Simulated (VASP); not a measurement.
Wanted: the native input for a VASP 6.6.1 run.

* Task: single point
* Functional: r2SCAN-based global hybrid with 35 % exact exchange
* Potentials or basis: VASP PAW PBE potentials, release 64 (Sb_d_GW)
* Cutoff: 440 eV
* k mesh: 6 × 6 × 6
* Occupations: fermi-dirac, width 0.05 eV
* Spin: no spin polarisation
* Dipole correction: no
* Grid for exact exchange (PRECFOCK): Normal
* Share of exact exchange: 0.35
* Further INCAR settings: ALGO = Normal; EDIFF = 1e-06; NBANDS = 14

Sb:

```xyz
1
Lattice="0.0000 2.3712 2.3712 2.3712 0.0000 2.3712 2.3712 2.3712 0.0000" Properties=species:S:1:pos:R:3 pbc="T T T"
Sb    0.0000    0.0000    0.0000
```

This isn't the form of Sb at room conditions, which is rhombohedral.

These files were run (other wordings do the same):

POSCAR

```
Sb
1.0
    0.0000000000      2.3712425216      2.3712425216
    2.3712425216      0.0000000000      2.3712425216
    2.3712425216      2.3712425216      0.0000000000
Sb
1
Direct
    0.0000000000      0.0000000000      0.0000000000
```

INCAR.step1

```
SYSTEM = Sb
PREC = Accurate ; ENCUT = 440
EDIFF = 1E-5 ; ISMEAR = -1
SIGMA = 0.05 ; LREAL = .False.
LASPH = .True. ; NELM = 120
ALGO = Normal ; ISIF = 2
LWAVE = .True. ; NBANDS = 14
GGA = PE ; GGA_COMPAT = .False.
```

INCAR.step2

```
SYSTEM = Sb
PREC = Accurate ; ENCUT = 440
EDIFF = 1E-6 ; ISMEAR = -1
SIGMA = 0.05 ; LREAL = .False.
LASPH = .True. ; NELM = 120
ALGO = Normal ; ISIF = 2
LWAVE = .False. ; LCHARG = .True.
METAGGA = R2SCAN ; LHFCALC = .True.
AEXX = 0.35 ; LMIXTAU = .True.
PRECFOCK = Normal ; LELF = .True.
LVHAR = .True. ; NBANDS = 14
ISTART = 1 ; GGA_COMPAT = .False.
```

KPOINTS

```
regular mesh
0
Gamma
  6 6 6
  0 0 0
```

Potentials or basis: VASP PAW PBE potentials, release 64 (Sb_d_GW).

Command:

```sh
$ cat potpaw_PBE.64/Sb_d_GW/POTCAR > POTCAR
$ cp INCAR.step1 INCAR
$ mpirun -np 1 vasp_std > vasp.out
$ cp INCAR.step2 INCAR
$ mpirun -np 1 vasp_std > vasp.out
```

Results of the run:

* Pressure: -1.7 GPa
* Band gap on the k mesh: zero (an odd number of electrons rules out a gap without spin polarisation)

Caveat: the k points lie up to 0.38 Å⁻¹ apart, too coarse for converged energies and pressures of a metal; the PAW data sets were made with another functional, which shifts forces and pressure a little; spin-orbit coupling is left out, which moves the levels of the heavy elements; an odd number of electrons without spin polarisation forces a metal; a magnetic or distorted state may lie lower.

Wall time 24 min on 1 thread of Intel(R) Xeon(R) Platinum 8375C CPU @ 2.90GHz (Ice Lake) (shared host), peak memory 0.16 GiB.
